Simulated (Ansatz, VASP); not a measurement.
## One calculation of MgO, two programs

```
Mg O
1.0
     0.00000    2.25622    2.31772
     2.25622    0.00000    2.31772
     2.25622    2.25622    0.00000
Mg O
1 1
Direct
  0.00000 0.00000 0.00000
  0.25000 0.25000 0.25000
```

Change from the starting cell: epitaxial_xy strain -1.1%.

Alike in both runs: task single point; functional PBE; k mesh 10 × 10 × 10; occupations fermi-dirac, width 0.02 eV; no spin polarisation.

|  | VASP | Ansatz |
| --- | --- | --- |
| version | VASP 6.6.1 | Ansatz 0.2.0 |
| potentials or method | VASP PAW PBE potentials, release 64 (Mg, O) | plane waves, PAW |
| plane-wave cutoff (eV) | 520 | 420 |
| valence electrons in the cell | 8 | 16 |

Ansatz gave:

```
gap on the k mesh at the Fermi level (eV)                     : 3.67
pressure (GPa)                                                : 4.8
traceless stress, the component that is largest in VASP (GPa) : -0.77
```

Which values does VASP return?

gap on the k mesh at the Fermi level (eV): 3.65; pressure (GPa): 4.4; traceless stress, the component that is largest in VASP (GPa): -0.78.

With one functional, cell and mesh, what is left measures potentials, basis and numerics. VASP's potentials hold 8 valence electrons a cell and Ansatz's 16, so a difference there can come from the potentials and not from the codes.
